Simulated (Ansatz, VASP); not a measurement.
# Two plane-wave programs on Ti

Contents of INCAR:

```
SYSTEM = Ti
PREC = Accurate
ENCUT = 500
EDIFF = 1E-6
ISMEAR = -4
SIGMA = 0.1
LREAL = .False.
LASPH = .True.
NELM = 120
ALGO = Normal
ISIF = 2
LWAVE = .False.
LCHARG = .True.
GGA = PE
LELF = .True.
LVHAR = .True.
NBANDS = 12
GGA_COMPAT = .False.
```

The input KPOINTS:

```
Automatic mesh
0
Gamma
  14 14 14
  0 0 0
```

Contents of POSCAR:

```
Ti
1.0
    2.4499588584      0.0000000000      0.0000000000
    0.0000000000      2.4499588584      0.0000000000
    0.0000000000      0.0000000000      2.4499588584
Ti
1
Direct
    0.0000000000      0.0000000000      0.0000000000
```

Input for Ansatz:

```yaml
crystal:
  lattice:
    - [2.4499588584, 0.0, 0.0]
    - [0.0, 2.4499588584, 0.0]
    - [0.0, 0.0, 2.4499588584]
  atoms:
    - { symbol: Ti, position: [0.0, 0.0, 0.0] }
kpoints:
  mp_grid: { grid: [14, 14, 14] }
scf:
  occupations: { method: tetrahedron_uncorrected }
hamiltonian:
  xc: pbe
  pseudopotentials: { kind: paw, source: ansatz }
output:
  forces: true
  stress: true
  eigenvalues: true
  write_density: true
  write_potential: true
  elf: true
  volumetric_format: npy
```

Alike in both runs: task single point; functional PBE; k mesh 14 × 14 × 14; no spin polarisation.

|  | VASP | Ansatz |
| --- | --- | --- |
| version | VASP 6.6.1 | Ansatz 0.2.0 |
| potentials or method | VASP PAW PBE potentials, release 64 (Ti_sv) | PAW with other files of Ansatz's library (source ansatz), scalar-relativistic |
| plane-wave cutoff (eV) | 500 | 740 |
| occupations | tetrahedron | tetrahedron-uncorrected |
| valence electrons in the cell | 12 | 12 |

Ansatz gave:

| Property | Result |
| --- | --- |
| gap on the k mesh at the Fermi level (eV) | none |
| pressure (GPa) | 26.5 |

Task: Which values does VASP return?

Result: gap on the k mesh at the Fermi level (eV): none; pressure (GPa): 26.4.

A gap of «none» marks a metal or a gap that the smearing closes. Ansatz's warnings: band table not solved further.
